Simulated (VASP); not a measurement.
# Si7PdC8 in VASP: further runs

The runs below take Si7PdC8 through single point, with PBEsol.

Program: VASP 6.6.1. These are calculated values, not measurements. Logs are shortened: lines on timing, memory, paths and dates and some standing lists are left out, and cuts for length are marked.

**1. The cell of the first run**

The typed cell holds 16 atoms: a = 6.163 Å, b = 6.163 Å, c = 6.163 Å, α = 60.00°, β = 60.00°, γ = 60.00°.

**2. Single point, PBEsol**

Contents of INCAR:

```
SYSTEM = Si7PdC8
ALGO = Normal ; EDIFF = 1E-7
ENCUT = 520 ; GGA = PS
ISIF = 2 ; ISMEAR = 0
LASPH = .TRUE. ; LCHARG = .FALSE.
LREAL = Auto ; LWAVE = .FALSE.
NBANDS = 49 ; NELM = 100
PREC = Accurate ; SIGMA = 0.05
```

Contents of KPOINTS:

```
k-points
0
G
  3 3 3
  0 0 0
```

Contents of POSCAR:

```
Si7PdC8
1.0
    0.0000000000      4.3580000000      4.3580000000
    4.3580000000      0.0000000000      4.3580000000
    4.3580000000      4.3580000000      0.0000000000
Pd Si C
1 7 8
Direct
    0.9985120068      0.0014817106      0.0001348684
    0.9959776440      0.9993993439      0.5023713880
    0.9960239966      0.5039575895      0.9977614746
    0.9960195893      0.5039464916      0.5023744001
    0.5006153515      0.9994179348      0.9977393167
    0.5005922752      0.9994411165      0.5022896129
    0.5006409381      0.5039571230      0.9977444199
    0.4982886190      0.5017127018      0.5000509255
    0.1331292654      0.1365160330      0.1348897383
    0.1330554484      0.1364773051      0.5957024134
    0.1331867839      0.5970788001      0.1349118402
    0.1239869420      0.6264598039      0.6248269315
    0.5940531588      0.1364707605      0.1347536752
    0.6230374944      0.1274138327      0.6248083382
    0.6230746445      0.6264712122      0.1257393475
    0.6230697129      0.6264859288      0.6248020359
```

Potentials or basis: VASP PAW PBE potentials, release 64 (Pd, Si, C).

Run with:

```bash
cat potpaw_PBE.64/Pd/POTCAR potpaw_PBE.64/Si/POTCAR potpaw_PBE.64/C/POTCAR > POTCAR
mpirun -np 1 vasp_std > vasp.out
```

OUTCAR:

```text
SYSTEM = Si7PdC8
   EDIFF = 1E-7
   ENCUT = 520
   GGA = PS
   ISIF = 2
   ISMEAR = 0
   LASPH = .TRUE.
   LREAL = Auto
   NELM = 100
   PREC = Accurate

 ion  position               nearest neighbor table
   1  0.999  0.001  0.000-  11 2.04   9 2.04  10 2.04  13 2.04   7 3.08   5 3.08   4 3.08   2 3.08
                             3 3.08   6 3.08   6 3.08   3 3.08   2 3.08   4 3.08   5 3.08   7 3.08
   2  0.996  0.999  0.502-  10 1.86   9 1.86  12 1.88  14 1.88   5 3.05   6 3.05   3 3.05   4 3.05
                             1 3.08   8 3.08   8 3.08   1 3.08   4 3.11   3 3.11   6 3.11   5 3.11
   3  0.996  0.504  0.998-   9 1.86  11 1.86  12 1.88  15 1.88   7 3.05   4 3.05   2 3.05   5 3.05
                             1 3.08   8 3.08   8 3.08   1 3.08   5 3.11   2 3.11   4 3.11   7 3.11
   4  0.996  0.504  0.502-  10 1.86  11 1.86  12 1.88  16 1.88   7 3.05   3 3.05   2 3.05   6 3.05
                             1 3.08   8 3.08   8 3.08   1 3.08   6 3.11   2 3.11   3 3.11   7 3.11
   5  0.501  0.999  0.998-   9 1.86  13 1.86  14 1.88  15 1.88   2 3.05   3 3.05   7 3.05   6 3.05
                             1 3.08   8 3.08   8 3.08   1 3.08   6 3.11   7 3.11   3 3.11   2 3.11
   6  0.501  0.999  0.502-  13 1.86  10 1.86  14 1.88  16 1.88   2 3.05   5 3.05   4 3.05   7 3.05
                             1 3.08   8 3.08   8 3.08   1 3.08   7 3.11   4 3.11   5 3.11   2 3.11
   7  0.501  0.504  0.998-  11 1.86  13 1.86  16 1.88  15 1.88   4 3.05   3 3.05   5 3.05   6 3.05
                             1 3.08   8 3.08   8 3.08   1 3.08   6 3.11   5 3.11   3 3.11   4 3.11
   8  0.498  0.502  0.500-  14 1.88  12 1.88  16 1.88  15 1.88   3 3.08   4 3.08   5 3.08   7 3.08
                             2 3.08   6 3.08   6 3.08   2 3.08   7 3.08   5 3.08   4 3.08   3 3.08
   9  0.133  0.137  0.135-   3 1.86   2 1.86   5 1.86   1 2.04
  10  0.133  0.136  0.596-   4 1.86   2 1.86   6 1.86   1 2.04
  11  0.133  0.597  0.135-   3 1.86   7 1.86   4 1.86   1 2.04
  12  0.124  0.626  0.625-   4 1.88   3 1.88   2 1.88   8 1.88
  13  0.594  0.136  0.135-   7 1.86   5 1.86   6 1.86   1 2.04
  14  0.623  0.127  0.625-   5 1.88   6 1.88   2 1.88   8 1.88
  15  0.623  0.626  0.126-   7 1.88   5 1.88   3 1.88   8 1.88
  16  0.623  0.626  0.625-   7 1.88   4 1.88   6 1.88   8 1.88

  LATTYP: Found a face centered cubic cell.
 ALAT       =     8.7160000000

  Lattice vectors:

 A1 = (   0.0000000000,   4.3580000000,   4.3580000000)
 A2 = (   4.3580000000,   0.0000000000,   4.3580000000)
 A3 = (   4.3580000000,   4.3580000000,   0.0000000000)

Analysis of symmetry for initial positions (statically):
=====================================================================
 Subroutine PRICEL returns:
 Original cell was already a primitive cell.

 Routine SETGRP: Setting up the symmetry group for a
 face centered cubic supercell.

 Subroutine GETGRP returns: Found  1 space group operations
 (whereof  1 operations were pure point group operations)
 out of a pool of 48 trial point group operations.
[... 146 lines left out ...]
   EFERMI =   0.00;   METHOD = LEGACY
   ISMEAR =     0;   SIGMA  =   0.05  broadening in eV -4-tet -1-fermi 0-gaus
   EFERMI_NEDOS =   21; number of points for ismear=-14 and -15
   IALGO  =     38    algorithm
   IMIX   =      4    mixing-type and parameters
     AMIX     =   0.40;   BMIX     =  1.00
     AMIX_MAG =   1.60;   BMIX_MAG =  1.00
  volume/ion in A,a.u.               =      10.35        69.82
  Fermi-wavevector in a.u.,A,eV,Ry     =   1.228788  2.322073 20.543707  1.509920
  Thomas-Fermi vector in A             =   2.363700
   LORBIT       =      0    0 simple, 1 ext, 2 COOP (PROOUT), +10 PAW based schemes
   GGA     = PS    functional components
   LHFCALC =     F    Hartree Fock is set to
   AEXX    =    0.0000 exact exchange contribution
   IVDW    =     0    specifies the selected vdW correction
   LEPSILON=     F    determine dielectric tensor
   LRPA    =     F    only Hartree local field effects (RPA)
 non-spin polarized calculation
 Gauss-broadening in eV      SIGMA  =   0.05
  energy-cutoff  :      520.00
  volume of cell :      165.54
 maximum number of plane-waves:      4477
 NGX is ok and might be reduce to    48
   NGX = 23   NGY = 23   NGZ = 23

 number of electron      70.0000005 magnetization

 Free energy of the ion-electron system (eV)
  ---------------------------------------------------
  ext. energy  EPLUGINS =         0.00000000
  ---------------------------------------------------
  free energy    TOTEN  =      -122.82517316 eV

  energy without entropy =     -122.82035596  energy(sigma->0) =     -122.82276456

 E-fermi :   9.0453     XC(G=0): -11.7256

 val. band max:        8.8563935675   @ k =   0.3333   0.3333   0.0000
 cond. band min:       9.0930512252   @ k =  -0.3333   0.3333  -0.3333
 fundamental gap:      0.2366576578
 Fermi energy:         9.0453239602

 k-point     1 :       0.0000    0.0000    0.0000
  band No.  band energies     occupation
      1      -7.1566      2.00000
      2      -3.7657      2.00000
      3      -3.7654      2.00000
      4      -3.7652      2.00000
      5      -3.4521      2.00000
      6      -2.2390      2.00000
[... 689 lines left out ...]
     46      15.6760      0.00000
     47      15.8824      0.00000
 [bands above 47 left out]

------------------------ aborting loop because EDIFF is reached ----------------------------------------

  FORCE on cell =-STRESS in cart. coord.  units (eV):
  Direction    XX          YY          ZZ          XY          YZ          ZX
  --------------------------------------------------------------------------------------
  -------------------------------------------------------------------------------------
  Total        7.8717938      7.8701125      7.8553811     -0.0090553     -0.0035692      0.0162927
  in kB       76.1890607     76.1727875     76.0302061     -0.0876443     -0.0345457      0.1576925
  external PRESSURE =      76.1306848 kB  Pullay stress =       0.0000000 kB

 VOLUME and BASIS-vectors are now :
 -----------------------------------------------------------------------------
  energy-cutoff  :      520.00
  volume of cell :      165.54
      direct lattice vectors                 reciprocal lattice vectors
     0.000000000  4.358000000  4.358000000    -0.114731528  0.114731528  0.114731528
     4.358000000  0.000000000  4.358000000     0.114731528 -0.114731528  0.114731528
     4.358000000  4.358000000  0.000000000     0.114731528  0.114731528 -0.114731528

 POSITION                                       TOTAL-FORCE (eV/Angst)
 -----------------------------------------------------------------------------------
      0.00705      4.35210      4.35797        -0.001163     -0.001774      0.001440
      6.54472      6.52981      8.69585         0.000247      0.000128      0.025178
      6.54449      8.68892      6.53692         0.002382      0.023422     -0.000165
      4.38555      6.53000      6.53685        -0.024504     -0.003393     -0.000861
      8.70361      6.52983      6.53715         0.024427      0.002154      0.000019
      6.54454      4.37056      6.53715        -0.001687     -0.024984     -0.001431
[... 8 lines left out ...]
      3.27813      3.26333      5.44552         0.004176     -0.009053      0.003505
      5.45311      5.43823      5.44556         0.009917     -0.003864      0.003889
 -----------------------------------------------------------------------------------
    total drift:                                0.001152      0.001627     -0.007231

  FREE ENERGIE OF THE ION-ELECTRON SYSTEM (eV)
  ---------------------------------------------------
  free  energy   TOTEN  =      -122.8251731646 eV

  energy  without entropy=     -122.8203559591  energy(sigma->0) =     -122.82276456
```

It took 3.8 min on 1 thread of Oxide Virtual Turin-like, shared host; peak memory 0.32 GiB.

Results:

```yaml
Free_energy: -122.8252 eV
Pressure: 7.6 GPa
Largest_force: 0.201 eV/Å
Band_gap_on_the_k_mesh: zero (bands 35 and 36 overlap by 0.31 eV)
```

Forces in eV/Å, atoms in the order of the input:
```
Pd  -0.001 -0.002  0.001
Si   0.000  0.000  0.025
Si   0.002  0.023  0.000
Si  -0.025 -0.003 -0.001
Si   0.024  0.002  0.000
Si  -0.002 -0.025 -0.001
Si  -0.001  0.000 -0.022
Si  -0.001  0.000  0.002
C   -0.121 -0.104 -0.115
C    0.104  0.122 -0.112
C    0.112 -0.111  0.118
C    0.010 -0.010 -0.002
C   -0.120  0.124  0.103
C    0.003 -0.003 -0.004
C    0.004 -0.009  0.004
C    0.010 -0.004  0.004
```

Caveat: the k points lie up to 0.42 Å⁻¹ apart; the PAW data sets were made with another functional, which shifts forces and pressure a little.

**3. Single point, PBEsol, collinear spin, zero start**

Contents of INCAR:

```
PREC = Accurate
ENCUT = 520
EDIFF = 1E-6
ISMEAR = 0
SIGMA = 0.05
LREAL = Auto
LASPH = True
NELM = 150
ALGO = Normal
ISIF = 2
LWAVE = False
LCHARG = False
ISPIN = 2
MAGMOM = 0 0 0 0 0 0 0 0 0 0 0 0 0 0 0 0
LORBIT = 11
LMAXMIX = 4
GGA = PS
NBANDS = 53
```

Contents of KPOINTS:

```
regular mesh
0
Gamma
  3 3 3
```

POSCAR is that of step 2.

Potentials or basis: VASP PAW PBE potentials, release 64 (Pd, Si, C).

Run with:

```bash
cat potpaw_PBE.64/Pd/POTCAR potpaw_PBE.64/Si/POTCAR potpaw_PBE.64/C/POTCAR > POTCAR
mpirun -np 1 vasp_std > vasp.out
```

Run time: 15 min. Hardware: 1 thread of Oxide Virtual Turin-like, shared host; peak memory 0.45 GiB.

The run converged. Its results:

```yaml
Free_energy: -122.8252 eV
Pressure: 7.6 GPa
Largest_force: 0.201 eV/Å
Band_gap_on_the_k_mesh: zero (filled and empty bands overlap)
Net_moment: 0.00 μB per cell
Valence_electrons_inside_the_program's_atomic_spheres: Pd 9.90; Si 1.71, 1.68 (each value once); C 2.49, 2.54 (each value once)
```

Forces on the atoms (eV/Å):
```
Pd  -0.001 -0.002  0.001
Si   0.000  0.000  0.026
Si   0.002  0.024  0.000
Si  -0.025 -0.003 -0.001
Si   0.025  0.002  0.000
Si  -0.002 -0.026 -0.001
Si  -0.001  0.000 -0.023
Si  -0.001  0.000  0.002
C   -0.121 -0.104 -0.115
C    0.104  0.122 -0.112
C    0.112 -0.111  0.118
C    0.010 -0.010 -0.002
C   -0.121  0.124  0.103
C    0.003 -0.003 -0.004
C    0.004 -0.009  0.004
C    0.010 -0.004  0.004
```

Levels at points of the mesh, in eV from the Fermi level:
Spin up:
```
           k point  band 33  band 34  band 35  band 36  band 37  band 38
(0.00, 0.00, 0.00)    -1.41    -1.41     0.35     0.35     0.36     2.37
```
Spin down:
```
           k point  band 31  band 32  band 33  band 34  band 35  band 36  band 37  band 38  band 39  band 40
(0.00, 0.00, 0.00)    -1.75    -1.41    -1.41    -1.41     0.35     0.35     0.36     2.37     2.37     2.38
```

Caveat: the k points lie up to 0.42 Å⁻¹ apart; the PAW data sets were made with another functional, which shifts forces and pressure a little.

**4. Single point, PBEsol, collinear spin**

Contents of INCAR:

```
  PREC = Accurate
  ENCUT = 520
  EDIFF = 1E-7
  ISMEAR = 0
  SIGMA = 0.05
  LREAL = Auto
  LASPH = T
  NELM = 150
  ALGO = Normal
  ISIF = 2
  LWAVE = F
  LCHARG = F
  ISPIN = 2
  MAGMOM = 4 0 0 0 0 0 0 0 0 0 0 0 0 0 0 0
  LORBIT = 11
  LMAXMIX = 4
  GGA = PS
  NBANDS = 53
```

KPOINTS is that of step 3.

POSCAR is that of step 3.

Run with:

```bash
cat potpaw_PBE.64/Pd/POTCAR potpaw_PBE.64/Si/POTCAR potpaw_PBE.64/C/POTCAR > POTCAR
mpirun -np 1 vasp_std > vasp.out
```

It took 18 min on 1 thread of Oxide Virtual Turin-like, shared host; peak memory 0.45 GiB.

Results (log left out):

```yaml
Free_energy: -122.8252 eV
Pressure: 7.6 GPa
Largest_force: 0.201 eV/Å
Band_gap_on_the_k_mesh: zero (filled and empty bands overlap)
Net_moment: 0.00 μB per cell
Valence_electrons_inside_the_program's_atomic_spheres: Pd 9.91; Si 1.71, 1.68 (each value once); C 2.49, 2.54 (each value once)
```

Forces on the atoms (eV/Å):
```
Pd  -0.001 -0.002  0.001
Si   0.000  0.000  0.025
Si   0.002  0.024  0.000
Si  -0.025 -0.003 -0.001
Si   0.025  0.002  0.000
Si  -0.002 -0.025 -0.001
Si  -0.001  0.000 -0.022
Si  -0.001  0.000  0.002
C   -0.121 -0.104 -0.115
C    0.104  0.122 -0.112
C    0.112 -0.111  0.118
C    0.010 -0.010 -0.002
C   -0.120  0.124  0.103
C    0.003 -0.003 -0.004
C    0.004 -0.009  0.004
C    0.010 -0.004  0.004
```

Levels at points of the mesh, in eV from the Fermi level:
Spin up:
```csv
k point,band 31,band 32,band 33,band 34,band 35,band 36,band 37,band 38,band 39,band 40
"(0.00, 0.00, 0.00)",-1.75,-1.41,-1.41,-1.41,0.35,0.35,0.36,2.37,2.37,2.38
```
Spin down:
```
           k point  band 31  band 32  band 33  band 34  band 35  band 36  band 37  band 38  band 39  band 40
(0.00, 0.00, 0.00)    -1.75    -1.41    -1.41    -1.41     0.35     0.35     0.36     2.37     2.37     2.38
```

Caveat: the k points lie up to 0.42 Å⁻¹ apart; the PAW data sets were made with another functional, which shifts forces and pressure a little.

**5. Single point, PBEsol, collinear spin**

Contents of INCAR:

```
SYSTEM = Si7PdC8
PREC     = Accurate       ! precision mode
ENCUT    = 520            ! plane-wave cutoff, eV
EDIFF    = 1E-7           ! SCF threshold, eV
ISMEAR   = 0              ! smearing method
SIGMA    = 0.05           ! smearing width, eV
LREAL    = Auto         
LASPH    = .TRUE.         ! aspherical terms in the spheres
NELM     = 150            ! most SCF steps
ALGO     = Normal         ! electronic algorithm
ISIF     = 2              ! what is computed and relaxed
LWAVE    = .FALSE.        ! write WAVECAR
LCHARG   = .FALSE.        ! write CHGCAR
ISPIN    = 2              ! spin polarisation
MAGMOM   = 1 0 0 0 0 0 0 0 0 0 0 0 0 0 0 0 ! initial moments
LORBIT   = 11             ! projections on sites
NUPDOWN  = 1.0            ! fixed moment
LMAXMIX  = 4              ! l up to which the mixer works
GGA      = PS             ! functional
NBANDS   = 53             ! bands
```

Contents of KPOINTS:

```
regular mesh
0
G
  3 3 3
  0 0 0
```

POSCAR is that of step 4.

Run with:

```bash
cat potpaw_PBE.64/Pd/POTCAR potpaw_PBE.64/Si/POTCAR potpaw_PBE.64/C/POTCAR > POTCAR
mpirun -np 1 vasp_std > vasp.out
```

It took 18 min on 1 thread of Oxide Virtual Turin-like, shared host; peak memory 0.45 GiB.

It converged, with:

| Item | Value |
| --- | --- |
| Free energy | -122.7161 eV |
| Pressure | 7.5 GPa |
| Largest force | 0.280 eV/Å |
| Net moment | 1.00 μB per cell |
| Site moments | Pd +0.31; Si +0.00; C +0.06, +0.00 (each value once) μB |
| Valence electrons inside the program's atomic spheres | Pd 9.90; Si 1.71, 1.68 (each value once); C 2.49, 2.54 (each value once) |

Forces on the atoms (eV/Å):
```
Pd  -0.001 -0.002  0.001
Si   0.000  0.000 -0.028
Si   0.002 -0.030  0.000
Si   0.029 -0.004 -0.001
Si  -0.029  0.002  0.000
Si  -0.002  0.028 -0.001
Si  -0.001  0.000  0.031
Si  -0.001  0.000  0.002
C   -0.168 -0.150 -0.162
C    0.150  0.168 -0.158
C    0.159 -0.157  0.165
C    0.012 -0.012 -0.004
C   -0.166  0.170  0.148
C    0.001 -0.001 -0.006
C    0.002 -0.011  0.006
C    0.012 -0.002  0.006
```

Caveat: the k points lie up to 0.42 Å⁻¹ apart; the PAW data sets were made with another functional, which shifts forces and pressure a little; the total moment is fixed, so each spin has its own Fermi level.

**6. Summary**

| spin | fixed moment (μB) | gap on the mesh (eV) | pressure (GPa) | moment (μB) | largest force (eV/Å) |
| --- | --- | --- | --- | --- | --- |
| off | - | none | 7.6 | - | 0.20 |
| collinear, zero start | - | none | 7.6 | 0.00 | 0.20 |
| collinear | - | none | 7.6 | 0.00 | 0.20 |
| collinear | 1.0 | - | 7.5 | 1.00 | 0.28 |

Alike in all rows: task single point; level PBEsol; potentials or basis VASP PAW PBE potentials, release 64 (Pd, Si, C); cell as given; k mesh 3 × 3 × 3; cutoff (eV) 520; smearing gaussian 0.05 eV.

Caveats: all runs use coarse meshes; the PAW data sets were made with another functional, which shifts forces and pressure a little; the total moment is fixed, so each spin has its own Fermi level (at least some runs).

Total energies depend on the potentials used, so only differences within one code and one set of settings carry meaning.
